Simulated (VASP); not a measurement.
# C (P-1) in VASP: relaxation of the atoms with PBE+D4

Aim: the relaxation of the atoms of C with PBE+D4.

Program: VASP 6.6.1. These are calculated values, not measurements. Logs are shortened: lines on timing, memory, paths and dates and some standing lists are left out, and cuts for length are marked.

**1. The cell of the first run**

The typed cell holds 2 atoms: a = 3.967 Å, b = 3.566 Å, c = 2.456 Å, α = 80.09°, β = 62.33°, γ = 37.59°.

**2. Relaxation of the atoms, PBE+D4**

Input file INCAR:

```
SYSTEM = C
PREC = Accurate
ENCUT = 520
EDIFF = 1E-6
ISMEAR = -1
SIGMA = 0.05
LREAL = .FALSE.
LASPH = .TRUE.
NELM = 100
ALGO = Normal
ISIF = 2
LWAVE = .FALSE.
LCHARG = .FALSE.
GGA = PE
IVDW = 13
IBRION = 2
NSW = 100
EDIFFG = -0.01
```

Input file KPOINTS:

```
Automatic mesh
0
G
  11 11 11
  0 0 0
```

Input file POSCAR:

```
C
1.0
    0.0000000000      2.1270000000      3.3480000000
    1.2280000000      0.0000000000      3.3480000000
    1.2280000000      2.1270000000      0.0000000000
C
2
Direct
    0.2608337500      0.7827876300      0.1948405500
    0.7926908700      0.2062506500      0.8571360300
```

Potentials or basis: VASP PAW PBE potentials, release 64 (C).

Run with:

```bash
$ cat potpaw_PBE.64/C/POTCAR > POTCAR
$ mpirun -np 1 vasp_std > vasp.out
```

OUTCAR:

```text
SYSTEM = C
   PREC = Accurate
   ENCUT = 520
   EDIFF = 1E-6
   ISMEAR = -1
   LREAL = .FALSE.
   LASPH = .TRUE.
   NELM = 100
   ISIF = 2
   GGA = PE
   IVDW = 13
   IBRION = 2
   NSW = 100
   EDIFFG = -0.01

 ion  position               nearest neighbor table
   1  0.261  0.783  0.195-   2 1.21   2 1.40   2 1.72
   2  0.793  0.206  0.857-   1 1.21   1 1.40   1 1.72

  LATTYP: Found a face centered orthorhombic cell.
 ALAT       =     2.4560000000
 B/A-ratio  =     1.7320846906
 C/A-ratio  =     2.7263843648

  Lattice vectors:

 A1 = (   0.0000000000,   2.1270000000,   3.3480000000)
 A2 = (   1.2280000000,   0.0000000000,   3.3480000000)
 A3 = (   1.2280000000,   2.1270000000,   0.0000000000)

Analysis of symmetry for initial positions (statically):
=====================================================================
 Subroutine PRICEL returns:
 Original cell was already a primitive cell.

 Routine SETGRP: Setting up the symmetry group for a
 face centered orthorhombic supercell.

 Subroutine GETGRP returns: Found  2 space group operations
 (whereof  1 operations were pure point group operations)
 out of a pool of  8 trial point group operations.

The static configuration has the point symmetry C_1 .
 The point group associated with its full space group is S_2 .

Analysis of symmetry for dynamics (positions and initial velocities):
=====================================================================
 Subroutine PRICEL returns:
 Original cell was already a primitive cell.

 Routine SETGRP: Setting up the symmetry group for a
 face centered orthorhombic supercell.

 Subroutine GETGRP returns: Found  2 space group operations
 (whereof  1 operations were pure point group operations)
 out of a pool of  8 trial point group operations.

The dynamic configuration has the point symmetry C_1 .
 The point group associated with its full space group is S_2 .

 Subroutine INISYM returns: Found  2 space group operations
 (whereof  1 operations are pure point group operations),
 and found     1 'primitive' translations

----------------------------------------------------------------------------------------

                                     Primitive cell

  volume of cell :      17.4897

  direct lattice vectors                    reciprocal lattice vectors
     0.000000000  2.127000000  3.348000000    -0.407166124  0.235072873  0.149342891
     1.228000000  0.000000000  3.348000000     0.407166124 -0.235072873  0.149342891
     1.228000000  2.127000000  0.000000000     0.407166124  0.235072873 -0.149342891

  length of vectors
     3.966513961  3.566102635  2.456036034     0.493301943  0.493301943  0.493301943

  position of ions in fractional coordinates (direct lattice)
     0.260833750  0.782787630  0.194840550
     0.792690870  0.206250650  0.857136030

  ion indices of the primitive-cell ions
   primitive index   ion index
                 1           1
                 2           2

----------------------------------------------------------------------------------------

 KPOINTS: Automatic mesh

Automatic generation of k-mesh.
 Grid dimensions read from file:
 generate k-points for:   11   11   11

 Generating k-lattice:

  Cartesian coordinates                     Fractional coordinates (reciprocal lattice)
    -0.037015102  0.021370261  0.013576626     0.090909091  0.000000000  0.000000000
     0.037015102 -0.021370261  0.013576626     0.000000000  0.090909091  0.000000000
     0.037015102  0.021370261 -0.013576626     0.000000000  0.000000000  0.090909091

  Length of vectors
     0.044845631  0.044845631  0.044845631

  Shift w.r.t. Gamma in fractional coordinates (k-lattice)
     0.000000000  0.000000000  0.000000000

 Subroutine IBZKPT returns following result:
 ===========================================

 Found    666 irreducible k-points:

 Following reciprocal coordinates:
            Coordinates               Weight
  0.000000  0.000000  0.000000      1.000000
  0.090909 -0.000000 -0.000000      2.000000
 -0.090909 -0.090909 -0.090909      2.000000
 -0.000000  0.000000  0.090909      2.000000
  0.000000  0.090909  0.000000      2.000000
  0.181818  0.000000  0.000000      2.000000
[... 16 lines left out ...]
  0.181818  0.090909  0.000000      2.000000
 -0.181818 -0.181818 -0.090909      2.000000
 [... further k-points ...]
   k-points           NKPTS =    666   k-points in BZ     NKDIM =    666   number of bands    NBANDS=      8
   number of dos      NEDOS =    301   number of ions     NIONS =      2
   total plane-waves  NPLWV =  15120
   dimension x,y,z NGX =    30 NGY =   28 NGZ =   18
   dimension x,y,z NGXF=    60 NGYF=   56 NGZF=   36
   ions per type =               2
   NGX,Y,Z   is equivalent  to a cutoff of  12.57, 13.05, 12.18 a.u.
   NGXF,Y,Z  is equivalent  to a cutoff of  25.15, 26.11, 24.37 a.u.
 SYSTEM =  C
   PREC   = accura    normal or accurate (medium, high low for compatibility)
   ISTART =      0    job   : 0-new  1-cont  2-samecut
   ICHARG =      2    charge: 1-file 2-atom 10-const
   ISPIN  =      1    spin polarized calculation?
   LNONCOLLINEAR =      F non collinear calculations
   LSORBIT =      F    spin-orbit coupling
   LASPH  =      T    aspherical Exc in radial PAW
   ENCUT  =  520.0 eV  38.22 Ry    6.18 a.u.   7.38  6.63  4.57*2*pi/ulx,y,z
   NELM   =    100;   NELMIN=  2; NELMDL= -5     # of ELM steps
   EDIFF  = 0.1E-05   stopping-criterion for ELM
   LREAL  =      F    real-space projection
   EDIFFG = -.1E-01   stopping-criterion for IOM
   NSW    =    100    number of steps for IOM
   IBRION =      2    ionic relax: 0-MD 1-quasi-New 2-CG
   NFREE  =      1    steps in history (QN), initial steepest desc. (CG)
   ISIF   =      2    stress and relaxation
   ISYM   =      2    0-nonsym 1-usesym 2-fastsym
   POTIM  = 0.5000    time-step for ionic-motion
   TEBEG  =    0.0;   TEEND  =   0.0 temperature during run
   PSTRESS=    0.0 pullay stress
   NELECT =       8.0000    total number of electrons
   NUPDOWN=      -1.0000    fix difference up-down
   EMIN   =  10.00;   EMAX   =-10.00  energy-range for DOS
   EFERMI =   0.00;   METHOD = LEGACY
   ISMEAR =    -1;   SIGMA  =   0.05  broadening in eV -4-tet -1-fermi 0-gaus
   EFERMI_NEDOS =   21; number of points for ismear=-14 and -15
   IALGO  =     38    algorithm
   IMIX   =      4    mixing-type and parameters
     AMIX     =   0.40;   BMIX     =  1.00
     AMIX_MAG =   1.60;   BMIX_MAG =  1.00
  volume/ion in A,a.u.               =       8.74        59.01
  Fermi-wavevector in a.u.,A,eV,Ry     =   1.261376  2.383654 21.647797  1.591068
  Thomas-Fermi vector in A             =   2.394838
   LORBIT       =      0    0 simple, 1 ext, 2 COOP (PROOUT), +10 PAW based schemes
   GGA     = PE    functional components
   LHFCALC =     F    Hartree Fock is set to
   AEXX    =    0.0000 exact exchange contribution
   IVDW    =    13    specifies the selected vdW correction
   LEPSILON=     F    determine dielectric tensor
   LRPA    =     F    only Hartree local field effects (RPA)
 conjugate gradient relaxation of ions
 non-spin polarized calculation
  energy-cutoff  :      520.00
  volume of cell :       17.49
 maximum number of plane-waves:       499
 NGX is ok and might be reduce to    30
   NGX = 15   NGY = 13   NGZ =  9

--------------------------------------- Ionic step        1  -------------------------------------------

 number of electron       8.0000000 magnetization

 Free energy of the ion-electron system (eV)
  ---------------------------------------------------
  ext. energy  EPLUGINS =         0.00000000
  ---------------------------------------------------
  free energy    TOTEN  =       -16.13172850 eV

  energy without entropy =      -16.13033232  energy(sigma->0) =      -16.13103041

------------------------ aborting loop because EDIFF is reached ----------------------------------------

  DFT-D4 for vdW energy calculation

  Edisp (eV):   -0.35422
[... 71 lines left out ...]
--------------------------------------- Ionic step        3  -------------------------------------------

 number of electron       8.0000001 magnetization

 E-fermi :   2.2815     XC(G=0):  -9.7095

 val. band max:        1.2762639756   @ k =  -0.0909  -0.0909   0.4545
 cond. band min:       5.2462990175   @ k =   0.0000   0.0000   0.4545
 fundamental gap:      3.9700350419
 Fermi energy:         2.2814615888

 k-point     1 :       0.0000    0.0000    0.0000
  band No.  band energies     occupation
      1     -14.0510      2.00000
      2      -4.3166      2.00000
      3      -2.6445      2.00000
      4       0.7656      2.00000
      5       9.2187      0.00000
      6      12.9372      0.00000
      7      15.8372      0.00000
      8      21.1747      0.00000
[... 243 lines left out ...]
 k-point    24 :      -0.1818   -0.1818   -0.0909
  band No.  band energies     occupation
      1     -13.8334      2.00000
      2      -4.4121      2.00000
      3      -2.8326      2.00000
      4       0.7952      2.00000
      5       9.8558      0.00000
      6      11.9794      0.00000
      7      15.7662      0.00000
      8      19.2906      0.00000

 [... further k-points ...]

------------------------ aborting loop because EDIFF is reached ----------------------------------------

  DFT-D4 for vdW energy calculation

  Edisp (eV):   -0.36093
[... 25 lines left out ...]
  FREE ENERGIE OF THE ION-ELECTRON SYSTEM (eV)
  ---------------------------------------------------
  free  energy   TOTEN  =        11.2929566161 eV

  energy  without entropy=       11.2929566162  energy(sigma->0) =       11.29295662

[... ionic steps 4 to 19 ...]

--------------------------------------- Ionic step       20  -------------------------------------------

 number of electron       8.0000000 magnetization

------------------------ aborting loop because EDIFF is reached ----------------------------------------
[... 75 lines left out ...]
--------------------------------------- Ionic step       22  -------------------------------------------

 number of electron       8.0000000 magnetization

 Free energy of the ion-electron system (eV)
  ---------------------------------------------------
  ext. energy  EPLUGINS =         0.00000000
  ---------------------------------------------------
  free energy    TOTEN  =       -18.41631190 eV

  energy without entropy =      -18.41630096  energy(sigma->0) =      -18.41630643

 E-fermi :   4.9957     XC(G=0): -10.3575

 val. band max:        4.6901704850   @ k =  -0.4545  -0.0909   0.3636
 cond. band min:       5.3815159567   @ k =   0.0000  -0.3636  -0.2727
 fundamental gap:      0.6913454716
 Fermi energy:         4.9956609525

 k-point     1 :       0.0000    0.0000    0.0000
  band No.  band energies     occupation
      1     -14.9769      2.00000
      2      -1.8480      2.00000
      3       1.7649      2.00000
      4       1.7713      2.00000
      5       9.0261      0.00000
      6      13.1528      0.00000
      7      13.2499      0.00000
      8      16.2893      0.00000
[... 243 lines left out ...]
 k-point    24 :      -0.1818   -0.1818   -0.0909
  band No.  band energies     occupation
      1     -14.7292      2.00000
      2      -2.0252      2.00000
      3       0.9999      2.00000
      4       1.3628      2.00000
      5      10.1408      0.00000
      6      13.2924      0.00000
      7      14.0109      0.00000
      8      15.6057      0.00000

 [... further k-points ...]

------------------------ aborting loop because EDIFF is reached ----------------------------------------

  DFT-D4 for vdW energy calculation

  Edisp (eV):   -0.35376
[... 25 lines left out ...]
  FREE ENERGIE OF THE ION-ELECTRON SYSTEM (eV)
  ---------------------------------------------------
  free  energy   TOTEN  =       -18.7700767284 eV

  energy  without entropy=      -18.7700657889  energy(sigma->0) =      -18.77007126

 reached required accuracy - stopping structural energy minimisation
```

It took 18 min on 1 thread of Oxide Virtual Turin-like, shared host; peak memory 0.16 GiB.

What came out:

```yaml
Free_energy: -18.7701 eV
Pressure_after_relaxing: 1.8 GPa
Largest_force_after_relaxing: 0.003 eV/Å
Dispersion_energy_per_atom: -0.177 eV
```

Forces in eV/Å, atoms in the order of the input:
```
C   -0.001 -0.001  0.003
C    0.001  0.001 -0.003
```

Final structure:
```yaml
crystal:
  lattice:
    - [0.00000, 2.12700, 3.34800]
    - [1.22800, 0.00000, 3.34800]
    - [1.22800, 2.12700, 0.00000]
  atoms:
    - { symbol: C, position: [0.86000, 0.16126, 0.35926] }
    - { symbol: C, position: [0.19352, 0.82778, 0.69272] }
```
